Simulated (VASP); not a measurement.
# KZnF3 (Cmmm) in VASP: single point with HSE06

Aim: the single point of KZnF3 with HSE06.

All numbers are computed with VASP 6.6.1; they aren't measurements. Logs are shortened: lines on timing, memory, paths and dates and some standing lists are left out, and cuts for length are marked.

## Step 1: The cell of the first run

It takes space group Cmmm (No. 65, orthorhombic). Conventional cell: a = 5.638 Å, b = 5.807 Å, c = 4.046 Å, α = 90.00°, β = 90.00°, γ = 90.00°. Within 3.7 Å of K (site symmetry mmm) lie 12 F at 2.82 to 2.90 Å and 8 Zn at 3.47 to 3.54 Å. Within 2.7 Å of Zn (site symmetry mmm) lie 6 F at 2.02 Å. Within 2.7 Å of F (site symmetry mmm) lie 2 Zn at 2.02 Å. Within 2.7 Å of F (site symmetry 2/m) lie 2 Zn at 2.02 Å.

## Step 2: Single point, HSE06 (shear xy strain +3.0%)

POSCAR

```
KZnF3
1.0
    4.0461680185      0.0596809783      0.0000000000
    0.0596809783      4.0461680185      0.0000000000
    0.0000000000      0.0000000000      4.0461680185
K Zn F
1 1 3
Direct
    0.0000000000      0.0000000000      0.0000000000
    0.5000000000      0.5000000000      0.5000000000
    0.5000000000      0.5000000000      0.0000000000
    0.0000000000      0.5000000000      0.5000000000
    0.5000000000      0.0000000000      0.5000000000
```

INCAR.step1

```
ALGO     = Normal         # electronic algorithm
EDIFF    = 1E-5           # SCF threshold, eV
ENCUT    = 520            # plane-wave cutoff, eV
GGA      = PE             # functional
GGA_COMPAT= F            
ISIF     = 2              # what is computed and relaxed
ISMEAR   = 0              # smearing method
KPAR     = 4            
LASPH    = T              # aspherical terms in the spheres
LCHARG   = F              # write CHGCAR
LREAL    = F              # projectors in reciprocal space
LWAVE    = T              # write WAVECAR
NBANDS   = 29             # bands
NELM     = 120            # most SCF steps
PREC     = Accurate       # precision mode
SIGMA    = 0.01           # smearing width, eV
```

INCAR.step2

```
ALGO     = Normal         # electronic algorithm
EDIFF    = 1E-6           # SCF threshold, eV
ENCUT    = 520            # plane-wave cutoff, eV
GGA      = PE             # functional
GGA_COMPAT= F            
HFSCREEN = 0.2079         # screening, 1/A
ISIF     = 2              # what is computed and relaxed
ISMEAR   = 0              # smearing method
ISTART   = 1            
KPAR     = 4            
LASPH    = T              # aspherical terms in the spheres
LCHARG   = F              # write CHGCAR
LHFCALC  = T              # exact exchange
LREAL    = F              # projectors in reciprocal space
LWAVE    = F              # write WAVECAR
NBANDS   = 29             # bands
NELM     = 120            # most SCF steps
PREC     = Accurate       # precision mode
PRECFOCK = Normal       
SIGMA    = 0.01           # smearing width, eV
```

KPOINTS

```
k-points
0
Gamma
  4 4 4
```

Potentials or basis: VASP PAW PBE potentials, release 64 (K_sv, Zn, F).

Run with:

```bash
> cat potpaw_PBE.64/K_sv/POTCAR potpaw_PBE.64/Zn/POTCAR potpaw_PBE.64/F/POTCAR > POTCAR
> cp INCAR.step1 INCAR
> mpirun -np 4 vasp_std > vasp.out
> cp INCAR.step2 INCAR
> mpirun -np 4 vasp_std > vasp.out
```

OUTCAR:

```text
EDIFF = 1E-6
   ENCUT = 520
   GGA = PE
   HFSCREEN = 0.2079
   ISIF = 2
   ISMEAR = 0
   ISTART = 1
   LASPH = T
   LHFCALC = T
   LREAL = F
   NELM = 120
   PREC = Accurate
   PRECFOCK = Normal

 ion  position               nearest neighbor table
   1  0.000  0.000  0.000-   3 2.82   3 2.82
   2  0.500  0.500  0.500-   3 2.02   3 2.02   5 2.02   4 2.02   5 2.02   4 2.02
   3  0.500  0.500  0.000-   2 2.02   2 2.02   1 2.82   1 2.82
   4  0.000  0.500  0.500-   2 2.02   2 2.02
   5  0.500  0.000  0.500-   2 2.02   2 2.02

  LATTYP: Found a base centered orthorhombic cell.
 ALAT       =     5.6377440385
 B/A-ratio  =     1.0299416392
 C/A-ratio  =     0.7176927492

  Lattice vectors:

 A1 = (  -0.0596809783,  -4.0461680185,   0.0000000000)
 A2 = (   4.0461680185,   0.0596809783,   0.0000000000)
 A3 = (   0.0000000000,   0.0000000000,   4.0461680185)

Analysis of symmetry for initial positions (statically):
=====================================================================
 Subroutine PRICEL returns:
 Original cell was already a primitive cell.

 Routine SETGRP: Setting up the symmetry group for a
 base centered orthorhombic supercell.

 Subroutine GETGRP returns: Found  8 space group operations
 (whereof  8 operations were pure point group operations)
 out of a pool of  8 trial point group operations.

The static configuration has the point symmetry D_2h.

Analysis of symmetry for dynamics (positions and initial velocities):
=====================================================================
 Subroutine PRICEL returns:
 Original cell was already a primitive cell.

 Routine SETGRP: Setting up the symmetry group for a
 base centered orthorhombic supercell.

 Subroutine GETGRP returns: Found  8 space group operations
 (whereof  8 operations were pure point group operations)
 out of a pool of  8 trial point group operations.

The dynamic configuration has the point symmetry D_2h.

 Subroutine INISYM returns: Found  8 space group operations
 (whereof  8 operations are pure point group operations),
 and found     1 'primitive' translations

----------------------------------------------------------------------------------------

                                     Primitive cell

  volume of cell :      66.2273

  direct lattice vectors                    reciprocal lattice vectors
     4.046168019  0.059680978  0.000000000     0.247201205 -0.003646218  0.000000000
     0.059680978  4.046168019  0.000000000    -0.003646218  0.247201205  0.000000000
     0.000000000  0.000000000  4.046168019     0.000000000  0.000000000  0.247147423

  length of vectors
     4.046608142  4.046608142  4.046168019     0.247228094  0.247228094  0.247147423

  position of ions in fractional coordinates (direct lattice)
     0.000000000  0.000000000  0.000000000
     0.500000000  0.500000000  0.500000000
     0.500000000  0.500000000  0.000000000
     0.000000000  0.500000000  0.500000000
     0.500000000  0.000000000  0.500000000

  ion indices of the primitive-cell ions
   primitive index   ion index
                 1           1
                 2           2
                 3           3
                 4           4
                 5           5

----------------------------------------------------------------------------------------

 KPOINTS: k-points

Automatic generation of k-mesh.
 Grid dimensions read from file:
 generate k-points for:    4    4    4

 Generating k-lattice:

  Cartesian coordinates                     Fractional coordinates (reciprocal lattice)
     0.061800301 -0.000911554  0.000000000     0.250000000  0.000000000  0.000000000
    -0.000911554  0.061800301  0.000000000     0.000000000  0.250000000  0.000000000
     0.000000000  0.000000000  0.061786856     0.000000000  0.000000000  0.250000000

  Length of vectors
     0.061807024  0.061807024  0.061786856

  Shift w.r.t. Gamma in fractional coordinates (k-lattice)
     0.000000000  0.000000000  0.000000000

 Subroutine IBZKPT returns following result:
 ===========================================

 Found     21 irreducible k-points:

 Following reciprocal coordinates:
            Coordinates               Weight
  0.000000  0.000000  0.000000      1.000000
  0.250000  0.000000  0.000000      4.000000
  0.500000  0.000000  0.000000      2.000000
  0.250000  0.250000  0.000000      2.000000
  0.500000  0.250000  0.000000      4.000000
 -0.250000  0.250000  0.000000      2.000000
[... 13 lines left out ...]
 -0.250000  0.250000  0.500000      2.000000
  0.500000  0.500000  0.500000      1.000000
   k-points           NKPTS =     21   k-points in BZ     NKDIM =     64   number of bands    NBANDS=     29
   number of dos      NEDOS =    301   number of ions     NIONS =      5
   total plane-waves  NPLWV =  27000
   dimension x,y,z NGX =    30 NGY =   30 NGZ =   30
   dimension x,y,z NGXF=    60 NGYF=   60 NGZF=   60
   ions per type =               1   1   3
   NGX,Y,Z   is equivalent  to a cutoff of  12.32, 12.32, 12.33 a.u.
   NGXF,Y,Z  is equivalent  to a cutoff of  24.65, 24.65, 24.65 a.u.
 SYSTEM =  unknown system
   PREC   = accura    normal or accurate (medium, high low for compatibility)
   ISTART =      1    job   : 0-new  1-cont  2-samecut
   ICHARG =      0    charge: 1-file 2-atom 10-const
   ISPIN  =      1    spin polarized calculation?
   LNONCOLLINEAR =      F non collinear calculations
   LSORBIT =      F    spin-orbit coupling
   LASPH  =      T    aspherical Exc in radial PAW
   ENCUT  =  520.0 eV  38.22 Ry    6.18 a.u.   7.52  7.52  7.52*2*pi/ulx,y,z
   NELM   =    120;   NELMIN=  2; NELMDL=  0     # of ELM steps
   EDIFF  = 0.1E-05   stopping-criterion for ELM
   LREAL  =      F    real-space projection
   EDIFFG = 0.1E-04   stopping-criterion for IOM
   NSW    =      0    number of steps for IOM
   IBRION =     -1    ionic relax: 0-MD 1-quasi-New 2-CG
   NFREE  =      0    steps in history (QN), initial steepest desc. (CG)
   ISIF   =      2    stress and relaxation
   ISYM   =      3    0-nonsym 1-usesym 2-fastsym
   POTIM  = 0.5000    time-step for ionic-motion
   TEBEG  =    0.0;   TEEND  =   0.0 temperature during run
   PSTRESS=    0.0 pullay stress
   NELECT =      42.0000    total number of electrons
   NUPDOWN=      -1.0000    fix difference up-down
   EMIN   =  10.00;   EMAX   =-10.00  energy-range for DOS
   EFERMI =   0.00;   METHOD = LEGACY
   ISMEAR =     0;   SIGMA  =   0.01  broadening in eV -4-tet -1-fermi 0-gaus
   EFERMI_NEDOS =   21; number of points for ismear=-14 and -15
   IALGO  =     38    algorithm
   IMIX   =      1    mixing-type and parameters
     AMIX     =   0.40;   BMIX     =  1.00
     AMIX_MAG =   1.60;   BMIX_MAG =  1.00
  volume/ion in A,a.u.               =      13.25        89.38
  Fermi-wavevector in a.u.,A,eV,Ry     =   1.406519  2.657935 26.916336  1.978295
  Thomas-Fermi vector in A             =   2.528871
   LORBIT       =      0    0 simple, 1 ext, 2 COOP (PROOUT), +10 PAW based schemes
   GGA     = PE    functional components
   LHFCALC =     T    Hartree Fock is set to
   PRECFOCK=normal    Normal, Fast or Accurate (Low or Medium for compatibility)
   ENCUT4O =  -1.0   cutoff for four orbital integrals eV
   NKREDX  =     1    reduce k-point grid by
   NKREDY  =     1    reduce k-point grid by
   NKREDZ  =     1    reduce k-point grid by
   AEXX    =    0.2500 exact exchange contribution
   HFSCREEN=    0.2079 screening length (either q_TF or 0.3 A-1)
   HFSCREENC=   0.2079 screening length for correlation (either q_TF or 0.3 A-1)
   ENCUTFOCK=  -1.0 apply spherical cutoff to Coloumb kernel
   IVDW    =     0    specifies the selected vdW correction
   LEPSILON=     F    determine dielectric tensor
   LRPA    =     F    only Hartree local field effects (RPA)
 non-spin polarized calculation
 Gauss-broadening in eV      SIGMA  =   0.01
  energy-cutoff  :      520.00
  volume of cell :       66.23
 maximum number of plane-waves:      1796
  NGX = 24; NGY = 24; NGZ = 24

 number of electron      41.9999981 magnetization

 Free energy of the ion-electron system (eV)
  ---------------------------------------------------
  ext. energy  EPLUGINS =         0.00000000
  ---------------------------------------------------
  free energy    TOTEN  =       -25.62302496 eV

  energy without entropy =      -25.62302496  energy(sigma->0) =      -25.62302496

 E-fermi :  -2.4197     XC(G=0):  -8.1093

 val. band max:       -2.4671917397   @ k =   0.5000   0.5000   0.5000
 cond. band min:       3.7693489249   @ k =   0.0000   0.0000   0.0000
 fundamental gap:      6.2365406646
 Fermi energy:        -2.4197197808

 k-point     1 :       0.0000    0.0000    0.0000
  band No.  band energies     occupation
      1     -30.9619      2.00000
      2     -25.5897      2.00000
      3     -24.9519      2.00000
      4     -24.9458      2.00000
      5     -13.1183      2.00000
      6     -13.1041      2.00000
[... 21 lines left out ...]
     28      11.1521      0.00000
     29      14.3312      0.00000

 k-point     2 :       0.2500    0.0000    0.0000
  band No.  band energies     occupation
      1     -30.9495      2.00000
      2     -25.5203      2.00000
      3     -25.0110      2.00000
      4     -24.9467      2.00000
      5     -13.0979      2.00000
      6     -13.0782      2.00000
[... 21 lines left out ...]
     28      11.2950      0.00000
     29      13.9751      0.00000

 k-point     3 :       0.5000    0.0000    0.0000
  band No.  band energies     occupation
      1     -30.9371      2.00000
      2     -25.4287      2.00000
      3     -25.0964      2.00000
      4     -24.9433      2.00000
      5     -13.0867      2.00000
      6     -13.0520      2.00000
[... 542 lines left out ...]
      5     -13.1748      2.00000
      6     -13.1536      2.00000
[... 21 lines left out ...]
     28      12.0221      0.00000
     29      12.8306      0.00000

 k-point    21 :       0.5000    0.5000    0.5000
  band No.  band energies     occupation
      1     -30.9083      2.00000
      2     -25.1211      2.00000
      3     -25.1021      2.00000
      4     -25.0712      2.00000
      5     -13.2836      2.00000
      6     -13.2771      2.00000
[... 21 lines left out ...]
     28      12.7878      0.00000
     29      13.3523      0.00000

------------------------ aborting loop because EDIFF is reached ----------------------------------------

  FORCE on cell =-STRESS in cart. coord.  units (eV):
  Direction    XX          YY          ZZ          XY          YZ          ZX
  --------------------------------------------------------------------------------------
  -------------------------------------------------------------------------------------
  Total        1.0814175      1.0814175      1.0736772     -0.4444365      0.0000000      0.0000000
  in kB       26.1617461     26.1617461     25.9744916    -10.7518470      0.0000000      0.0000000
  external PRESSURE =      26.0993279 kB  Pullay stress =       0.0000000 kB

 VOLUME and BASIS-vectors are now :
 -----------------------------------------------------------------------------
  energy-cutoff  :      520.00
  volume of cell :       66.23
      direct lattice vectors                 reciprocal lattice vectors
     4.046168019  0.059680978  0.000000000     0.247201205 -0.003646218  0.000000000
     0.059680978  4.046168019  0.000000000    -0.003646218  0.247201205  0.000000000
     0.000000000  0.000000000  4.046168019     0.000000000  0.000000000  0.247147423

 POSITION                                       TOTAL-FORCE (eV/Angst)
 -----------------------------------------------------------------------------------
      0.00000      0.00000      0.00000         0.000000      0.000000      0.000000
      2.05292      2.05292      2.02308        -0.000000      0.000000      0.000000
      2.05292      2.05292      0.00000         0.000000      0.000000      0.000000
      0.02984      2.02308      2.02308         0.000000      0.000000      0.000000
      2.02308      0.02984      2.02308         0.000000      0.000000      0.000000
 -----------------------------------------------------------------------------------
    total drift:                                0.000002      0.000002     -0.000000

  FREE ENERGIE OF THE ION-ELECTRON SYSTEM (eV)
  ---------------------------------------------------
  free  energy   TOTEN  =       -25.6230249589 eV

  energy  without entropy=      -25.6230249589  energy(sigma->0) =      -25.62302496
```

It took 17 min on 4 MPI ranks of Intel Xeon Platinum 8488C (Sapphire Rapids), shared host; peak memory 0.31 GiB.

Results:

| Item | Value |
| --- | --- |
| Free energy | -25.6230 eV |
| Pressure | 2.6 GPa |
| Band gap on the k mesh | 6.24 eV (least direct gap 7.96 eV) |

Stress tensor (GPa, compression positive):
```
 2.62 -1.08  0.00
-1.08  2.62  0.00
 0.00  0.00  2.60
```

Caveat: the cell differs from its parent crystal (shear xy strain +3.0%); the PAW data sets were made with another functional, which shifts forces and pressure a little. A k mesh can miss the band edges.
